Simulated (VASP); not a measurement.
Wanted: the native input for a VASP 6.6.1 run.

| Item | Value |
| --- | --- |
| Task | single point |
| Functional | PBE |
| Potentials or basis | VASP PAW PBE potentials, release 64 (Ga_d, Pt, C, N) |
| Cutoff | 520 eV |
| k mesh | 4 × 4 × 4 |
| Occupations | gaussian, width 0.1 eV |
| Spin | collinear spin |
| Starting moments | [0.0, 1.0, 0.0, 0.0, 0.0, 0.0, 0.0, 0.0, 0.0, 0.0] μB |
| Dipole correction | no |
| Further INCAR settings | ALGO = Normal; EDIFF = 1e-06; NBANDS = 44 |

The structure of GaPtC4N4 lies in POSCAR:

```
GaPtC4N4
1.0
    5.8583731800      0.0000000000      0.0000000000
    0.0000000000      5.8583731800      0.0000000000
    0.0000000000      0.0000000000      5.8583731800
Ga Pt C N
1 1 4 4
Direct
    0.0000000000      0.0000000000      0.0000000000
    0.5000000000      0.5000000000      0.5000000000
    0.1868532600      0.1868532600      0.1868532600
    0.1868532600      0.8131467400      0.8131467400
    0.8131467400      0.1868532600      0.8131467400
    0.8131467400      0.8131467400      0.1868532600
    0.3021582700      0.3021582700      0.3021582700
    0.3021582700      0.6978417300      0.6978417300
    0.6978417300      0.3021582700      0.6978417300
    0.6978417300      0.6978417300      0.3021582700
```

These files were run (other wordings do the same):

INCAR

```
SYSTEM = GaPtC4N4
PREC     = Accurate       ! precision mode
ENCUT    = 520            ! plane-wave cutoff, eV
EDIFF    = 1E-6           ! SCF threshold, eV
ISMEAR   = 0              ! smearing method
SIGMA    = 0.1            ! smearing width, eV
LREAL    = .False.        ! projectors in reciprocal space
LASPH    = .True.         ! aspherical terms in the spheres
NELM     = 150            ! most SCF steps
ALGO     = Normal         ! electronic algorithm
ISIF     = 2              ! what is computed and relaxed
LWAVE    = .False.        ! write WAVECAR
LCHARG   = .False.        ! write CHGCAR
ISPIN    = 2              ! spin polarisation
MAGMOM   = 0 1 0 0 0 0 0 0 0 0 ! initial moments
LORBIT   = 11             ! projections on sites
LMAXMIX  = 4              ! l up to which the mixer works
GGA      = PE             ! functional
NBANDS   = 44             ! bands
```

KPOINTS

```
regular mesh
0
Gamma
  4 4 4
  0 0 0
```

Potentials or basis: VASP PAW PBE potentials, release 64 (Ga_d, Pt, C, N).

Command:

```bash
$ cat potpaw_PBE.64/Ga_d/POTCAR potpaw_PBE.64/Pt/POTCAR potpaw_PBE.64/C/POTCAR potpaw_PBE.64/N/POTCAR > POTCAR
$ mpirun -np 1 vasp_std > vasp.out
```

It gave:

- Pressure: 4.2 GPa
- Largest force: 1.003 eV/Å
- Band gap on the k mesh: zero (filled and empty bands overlap)
- Net moment: 1.00 μB per cell
- Site moments: Ga +0.00; Pt +0.68; C +0.02; N +0.02 μB
- Valence electrons inside the program's atomic spheres: Ga 12.07; Pt 9.39; C 2.64; N 3.85

Caveat: the cell stands under pressure; spin-orbit coupling is left out, which moves the levels of the heavy elements; forces of over 1 eV/Å act on the atoms, so gaps and moduli don't describe the material at rest.

Run time: 3.4 min on 1 thread of Intel(R) Xeon(R) Platinum 8488C (Sapphire Rapids) (shared host), peak memory 0.47 GiB.
